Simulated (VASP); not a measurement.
# TiAl (Cmmm) in VASP: further runs

The runs below take TiAl through single point, with PBEsol.

Everything below comes from runs of VASP 6.6.1. Logs are shortened: lines on timing, memory, paths and dates and some standing lists are left out, and cuts for length are marked.

## Step 1: The cell of the first run

The structure is orthorhombic, space group Cmmm (No. 65). Conventional cell: a = 4.397 Å, b = 4.531 Å, c = 3.156 Å, α = 90.00°, β = 90.00°, γ = 90.00°. Ti (site symmetry mmm) has 8 Al at 2.71 to 2.76 Å and 6 Ti at 3.16 Å within 3.6 Å. Within 3.6 Å of Al (site symmetry mmm) lie 8 Ti at 2.71 to 2.76 Å and 6 Al at 3.16 Å.

## Step 2: Single point, PBEsol (strain +0.0300 x Voigt [0, 0, 0, 1, 0, 0])

File INCAR:

```
PREC = Accurate
ENCUT = 520
EDIFF = 1E-6
ISMEAR = 0
SIGMA = 0.15
LREAL = False
LASPH = True
NELM = 60
ALGO = Fast
ISIF = 2
LWAVE = False
LCHARG = False
GGA = PS
NBANDS = 14
```

File KPOINTS:

```
regular mesh
0
Gamma
  20 20 20
```

File POSCAR:

```
TiAl
1.0
    3.1564740774      0.0000000000      0.0000000000
    0.0000000000      3.1564740774      0.0473471112
    0.0000000000      0.0473471112      3.1564740774
Ti Al
1 1
Direct
    0.0000000000      0.0000000000      0.0000000000
    0.5000000000      0.5000000000      0.5000000000
```

Potentials or basis: VASP PAW PBE potentials, release 64 (Ti_sv, Al).

Launch:

```console
cat potpaw_PBE.64/Ti_sv/POTCAR potpaw_PBE.64/Al/POTCAR > POTCAR
mpirun -np 1 vasp_std > vasp.out
```

OUTCAR:

```text
PREC = Accurate
   ENCUT = 520
   EDIFF = 1E-6
   ISMEAR = 0
   LREAL = False
   LASPH = True
   NELM = 60
   ISIF = 2
   GGA = PS

 ion  position               nearest neighbor table
   1  0.000  0.000  0.000-   2 2.71   2 2.71   2 2.71   2 2.71   2 2.76   2 2.76   2 2.76   2 2.76

   2  0.500  0.500  0.500-   1 2.71   1 2.71   1 2.71   1 2.71   1 2.76   1 2.76   1 2.76   1 2.76

  LATTYP: Found a base centered orthorhombic cell.
 ALAT       =     4.3969695227
 B/A-ratio  =     1.0304568528
 C/A-ratio  =     0.7178749048

  Lattice vectors:

 A1 = (   0.0000000000,  -0.0473471112,  -3.1564740774)
 A2 = (   0.0000000000,   3.1564740774,   0.0473471112)
 A3 = (   3.1564740774,   0.0000000000,   0.0000000000)

Analysis of symmetry for initial positions (statically):
=====================================================================
 Subroutine PRICEL returns:
 Original cell was already a primitive cell.

 Routine SETGRP: Setting up the symmetry group for a
 base centered orthorhombic supercell.

 Subroutine GETGRP returns: Found  8 space group operations
 (whereof  8 operations were pure point group operations)
 out of a pool of  8 trial point group operations.

The static configuration has the point symmetry D_2h.

Analysis of symmetry for dynamics (positions and initial velocities):
=====================================================================
 Subroutine PRICEL returns:
 Original cell was already a primitive cell.

 Routine SETGRP: Setting up the symmetry group for a
 base centered orthorhombic supercell.

 Subroutine GETGRP returns: Found  8 space group operations
 (whereof  8 operations were pure point group operations)
 out of a pool of  8 trial point group operations.

The dynamic configuration has the point symmetry D_2h.

 Subroutine INISYM returns: Found  8 space group operations
 (whereof  8 operations are pure point group operations),
 and found     1 'primitive' translations

----------------------------------------------------------------------------------------

                                     Primitive cell

  volume of cell :      31.4419

  direct lattice vectors                    reciprocal lattice vectors
     3.156474077  0.000000000  0.000000000     0.316809191  0.000000000  0.000000000
     0.000000000  3.156474077  0.047347111     0.000000000  0.316880489 -0.004753207
     0.000000000  0.047347111  3.156474077     0.000000000 -0.004753207  0.316880489

  length of vectors
     3.156474077  3.156829161  3.156829161     0.316809191  0.316916137  0.316916137

  position of ions in fractional coordinates (direct lattice)
     0.000000000  0.000000000  0.000000000
     0.500000000  0.500000000  0.500000000

  ion indices of the primitive-cell ions
   primitive index   ion index
                 1           1
                 2           2

----------------------------------------------------------------------------------------

 KPOINTS: regular mesh

Automatic generation of k-mesh.
 Grid dimensions read from file:
 generate k-points for:   20   20   20

 Generating k-lattice:

  Cartesian coordinates                     Fractional coordinates (reciprocal lattice)
     0.015840460  0.000000000  0.000000000     0.050000000  0.000000000  0.000000000
     0.000000000  0.015844024 -0.000237660     0.000000000  0.050000000  0.000000000
     0.000000000 -0.000237660  0.015844024     0.000000000  0.000000000  0.050000000

  Length of vectors
     0.015840460  0.015845807  0.015845807

  Shift w.r.t. Gamma in fractional coordinates (k-lattice)
     0.000000000  0.000000000  0.000000000

 Subroutine IBZKPT returns following result:
 ===========================================

 Found   1221 irreducible k-points:

 Following reciprocal coordinates:
            Coordinates               Weight
  0.000000  0.000000  0.000000      1.000000
  0.050000  0.000000  0.000000      2.000000
  0.100000  0.000000  0.000000      2.000000
  0.150000  0.000000  0.000000      2.000000
  0.200000  0.000000  0.000000      2.000000
  0.250000  0.000000  0.000000      2.000000
[... 16 lines left out ...]
  0.000000  0.100000 -0.000000      4.000000
  0.050000  0.100000 -0.000000      8.000000
 [... further k-points ...]
   k-points           NKPTS =   1221   k-points in BZ     NKDIM =   1221   number of bands    NBANDS=     14
   number of dos      NEDOS =    301   number of ions     NIONS =      2
   total plane-waves  NPLWV =  13824
   dimension x,y,z NGX =    24 NGY =   24 NGZ =   24
   dimension x,y,z NGXF=    48 NGYF=   48 NGZF=   48
   ions per type =               1   1
   NGX,Y,Z   is equivalent  to a cutoff of  12.64, 12.64, 12.64 a.u.
   NGXF,Y,Z  is equivalent  to a cutoff of  25.28, 25.28, 25.28 a.u.
 SYSTEM =  unknown system
   PREC   = accura    normal or accurate (medium, high low for compatibility)
   ISTART =      0    job   : 0-new  1-cont  2-samecut
   ICHARG =      2    charge: 1-file 2-atom 10-const
   ISPIN  =      1    spin polarized calculation?
   LNONCOLLINEAR =      F non collinear calculations
   LSORBIT =      F    spin-orbit coupling
   LASPH  =      T    aspherical Exc in radial PAW
   ENCUT  =  520.0 eV  38.22 Ry    6.18 a.u.   5.87  5.87  5.87*2*pi/ulx,y,z
   NELM   =     60;   NELMIN=  2; NELMDL= -5     # of ELM steps
   EDIFF  = 0.1E-05   stopping-criterion for ELM
   LREAL  =      F    real-space projection
   EDIFFG = 0.1E-04   stopping-criterion for IOM
   NSW    =      0    number of steps for IOM
   IBRION =     -1    ionic relax: 0-MD 1-quasi-New 2-CG
   NFREE  =      0    steps in history (QN), initial steepest desc. (CG)
   ISIF   =      2    stress and relaxation
   ISYM   =      2    0-nonsym 1-usesym 2-fastsym
   POTIM  = 0.5000    time-step for ionic-motion
   TEBEG  =    0.0;   TEEND  =   0.0 temperature during run
   PSTRESS=    0.0 pullay stress
   NELECT =      15.0000    total number of electrons
   NUPDOWN=      -1.0000    fix difference up-down
   EMIN   =  10.00;   EMAX   =-10.00  energy-range for DOS
   EFERMI =   0.00;   METHOD = LEGACY
   ISMEAR =     0;   SIGMA  =   0.15  broadening in eV -4-tet -1-fermi 0-gaus
   EFERMI_NEDOS =   21; number of points for ismear=-14 and -15
   IALGO  =     68    algorithm
   IMIX   =      4    mixing-type and parameters
     AMIX     =   0.40;   BMIX     =  1.00
     AMIX_MAG =   1.60;   BMIX_MAG =  1.00
  volume/ion in A,a.u.               =      15.72       106.09
  Fermi-wavevector in a.u.,A,eV,Ry     =   1.279192  2.417322 22.263637  1.636331
  Thomas-Fermi vector in A             =   2.411691
   LORBIT       =      0    0 simple, 1 ext, 2 COOP (PROOUT), +10 PAW based schemes
   GGA     = PS    functional components
   LHFCALC =     F    Hartree Fock is set to
   AEXX    =    0.0000 exact exchange contribution
   IVDW    =     0    specifies the selected vdW correction
   LEPSILON=     F    determine dielectric tensor
   LRPA    =     F    only Hartree local field effects (RPA)
 non-spin polarized calculation
 RMM-DIIS sequential band-by-band and
 Gauss-broadening in eV      SIGMA  =   0.15
  energy-cutoff  :      520.00
  volume of cell :       31.44
 maximum number of plane-waves:       869
 NGX is ok and might be reduce to    24
   NGX = 11   NGY = 11   NGZ = 11

 number of electron      14.9999992 magnetization

 Free energy of the ion-electron system (eV)
  ---------------------------------------------------
  ext. energy  EPLUGINS =         0.00000000
  ---------------------------------------------------
  free energy    TOTEN  =       -12.97441946 eV

  energy without entropy =      -12.94706657  energy(sigma->0) =      -12.96074302

 E-fermi :   8.8967     XC(G=0): -11.2834

 val. band max:        8.8956443774   @ k =   0.3500  -0.2500   0.1000
 cond. band min:       8.8977427504   @ k =   0.3500  -0.3000   0.2500
 fundamental gap:      0.0020983730
 Fermi energy:         8.8966875617

 k-point     1 :       0.0000    0.0000    0.0000
  band No.  band energies     occupation
      1     -47.7163      2.00000
      2     -24.0301      2.00000
      3     -24.0162      2.00000
      4     -24.0037      2.00000
      5      -0.4467      2.00000
      6       7.4159      2.00000
      7       7.4224      2.00000
      8      10.6782      0.00000
      9      10.7307      0.00000
     10      10.8017      0.00000
     11      13.3876      0.00000
     12      13.4268      0.00000
     13      13.4827      0.00000
     14      17.8811      0.00000

 k-point     2 :       0.0500    0.0000    0.0000
  band No.  band energies     occupation
      1     -47.7159      2.00000
      2     -24.0297      2.00000
      3     -24.0209      2.00000
      4     -24.0033      2.00000
      5      -0.4059      2.00000
      6       7.3976      2.00000
      7       7.4409      2.00000
      8      10.6003      0.00000
      9      10.7306      0.00000
     10      10.7357      0.00000
     11      13.2447      0.00000
     12      13.4960      0.00000
     13      13.5817      0.00000
     14      17.8246      0.00000

 k-point     3 :       0.1000    0.0000    0.0000
  band No.  band energies     occupation
      1     -47.7147      2.00000
      2     -24.0345      2.00000
      3     -24.0285      2.00000
      4     -24.0022      2.00000
      5      -0.2842      2.00000
      6       7.3310      2.00000
      7       7.4955      2.00000
      8      10.3997      0.00000
      9      10.5456      0.00000
     10      10.7504      0.00000
     11      12.8140      0.00000
     12      13.7888      0.00000
     13      13.8509      0.00000
     14      17.6572      0.00000
[... 324 lines left out ...]
 k-point    23 :       0.0000    0.1000   -0.0000
  band No.  band energies     occupation
      1     -47.7147      2.00000
      2     -24.0415      2.00000
      3     -24.0147      2.00000
      4     -24.0089      2.00000
      5      -0.2841      2.00000
      6       7.3354      2.00000
      7       7.4906      2.00000
      8      10.4589      0.00000
      9      10.4654      0.00000
     10      10.7724      0.00000
     11      12.8170      0.00000
     12      13.8127      0.00000
     13      13.8231      0.00000
     14      17.6614      0.00000

 k-point    24 :       0.0500    0.1000   -0.0000
  band No.  band energies     occupation
      1     -47.7143      2.00000
      2     -24.0411      2.00000
      3     -24.0193      2.00000
      4     -24.0085      2.00000
      5      -0.2439      2.00000
      6       7.3475      2.00000
      7       7.4825      2.00000
      8      10.3707      0.00000
      9      10.4613      0.00000
     10      10.7206      0.00000
     11      12.9090      0.00000
     12      13.6271      0.00000
     13      13.9156      0.00000
     14      17.7652      0.00000

 [... further k-points ...]
[... 5 lines left out ...]
  --------------------------------------------------------------------------------------
  -------------------------------------------------------------------------------------
  Total        0.0546741      0.0256464      0.0256464      0.0000000     -0.4410139      0.0000000
  in kB        2.7860132      1.3068590      1.3068590      0.0000000    -22.4726320      0.0000000
  external PRESSURE =       1.7999104 kB  Pullay stress =       0.0000000 kB

 VOLUME and BASIS-vectors are now :
 -----------------------------------------------------------------------------
  energy-cutoff  :      520.00
  volume of cell :       31.44
      direct lattice vectors                 reciprocal lattice vectors
     3.156474077  0.000000000  0.000000000     0.316809191  0.000000000  0.000000000
     0.000000000  3.156474077  0.047347111     0.000000000  0.316880489 -0.004753207
     0.000000000  0.047347111  3.156474077     0.000000000 -0.004753207  0.316880489

 POSITION                                       TOTAL-FORCE (eV/Angst)
 -----------------------------------------------------------------------------------
      0.00000      0.00000      0.00000         0.000000     -0.000000      0.000000
      1.57824      1.60191      1.60191         0.000000      0.000000      0.000000
 -----------------------------------------------------------------------------------
    total drift:                                0.000000      0.000000      0.000000

  FREE ENERGIE OF THE ION-ELECTRON SYSTEM (eV)
  ---------------------------------------------------
  free  energy   TOTEN  =       -12.9744194633 eV

  energy  without entropy=      -12.9470665743  energy(sigma->0) =      -12.96074302
```

Run time: 4 min. Hardware: 1 thread of Intel Xeon 6975P-C (Granite Rapids), shared host; peak memory 0.62 GiB.

What came out:

```
Free energy            : -12.9744 eV
Pressure               : 0.2 GPa
Band gap on the k mesh : zero (an odd number of electrons rules out a gap without spin polarisation)
```

Levels at points of the mesh, in eV from the Fermi level:
```
           k point  band 4  band 5  band 6  band 7  band 8  band 9  band 10  band 11
(0.00, 0.00, 0.00)  -32.90   -9.34   -1.48   -1.47    1.78    1.83     1.91     4.49
(0.50, 0.00, 0.00)  -32.88   -6.03   -5.24   -0.56    0.04    0.26     2.05     3.11
(0.00, 0.50, 0.00)  -32.90   -6.03   -5.24   -0.58    0.14    0.16     2.06     3.11
(0.50, 0.50, 0.00)  -32.88   -5.05   -2.08   -2.08   -1.50    0.71     0.71     2.84
(0.00, 0.50, 0.50)  -32.88   -5.06   -2.26   -1.90   -1.49    0.70     0.72     2.84
(0.50, 0.50, 0.50)  -33.04   -3.21   -3.15   -3.09    0.77    2.78     2.90     2.91
```

Caveat: the cell differs from its parent crystal (strain +0.0300 x Voigt [0, 0, 0, 1, 0, 0]); the PAW data sets were made with another functional, which shifts forces and pressure a little.

## Step 3: Single point, PBEsol (strain -0.0200 x Voigt [0, 0, 0, 1, 0, 0])

File INCAR:

```
SYSTEM = TiAl
PREC = Accurate
ENCUT = 520
EDIFF = 1E-7
ISMEAR = 0
SIGMA = 0.15
LREAL = .False.
LASPH = .True.
NELM = 80
ALGO = Fast
ISIF = 2
LWAVE = .False.
LCHARG = .False.
GGA = PS
NBANDS = 14
```

File KPOINTS:

```
regular mesh
0
Gamma
  20 20 20
  0 0 0
```

File POSCAR:

```
TiAl
1.0
    3.1564740774      0.0000000000      0.0000000000
    0.0000000000      3.1564740774     -0.0315647408
    0.0000000000     -0.0315647408      3.1564740774
Ti Al
1 1
Direct
    0.0000000000      0.0000000000      0.0000000000
    0.5000000000      0.5000000000      0.5000000000
```

Potentials or basis: VASP PAW PBE potentials, release 64 (Ti_sv, Al).

Launch:

```console
cat potpaw_PBE.64/Ti_sv/POTCAR potpaw_PBE.64/Al/POTCAR > POTCAR
mpirun -np 1 vasp_std > vasp.out
```

Run time: 5 min. Hardware: 1 thread of Intel Xeon 6975P-C (Granite Rapids), shared host; peak memory 0.62 GiB.

The run converged. Its results:

```
Free energy            : -12.9781 eV
Pressure               : 0.1 GPa
Band gap on the k mesh : zero (an odd number of electrons rules out a gap without spin polarisation)
```

Stress tensor (GPa, compression positive):
```
0.16 0.00 0.00
0.00 0.10 1.49
0.00 1.49 0.10
```

Levels at points of the mesh, in eV from the Fermi level:
| k point | band 5 | band 6 | band 7 | band 8 | band 9 | band 10 |
| --- | --- | --- | --- | --- | --- | --- |
| (0.00, 0.00, 0.00) | -9.35 | -1.48 | -1.48 | 1.80 | 1.84 | 1.88 |
| (0.50, 0.00, 0.00) | -6.03 | -5.25 | -0.56 | 0.07 | 0.22 | 2.05 |
| (0.00, 0.50, 0.00) | -6.03 | -5.25 | -0.57 | 0.14 | 0.15 | 2.05 |
| (0.50, 0.50, 0.00) | -5.06 | -2.09 | -2.09 | -1.50 | 0.70 | 0.71 |
| (0.00, 0.50, 0.50) | -5.06 | -2.21 | -1.96 | -1.50 | 0.70 | 0.71 |
| (0.50, 0.50, 0.50) | -3.20 | -3.16 | -3.12 | 0.77 | 2.84 | 2.90 |

Caveat: the cell differs from its parent crystal (strain -0.0200 x Voigt [0, 0, 0, 1, 0, 0]); the PAW data sets were made with another functional, which shifts forces and pressure a little.
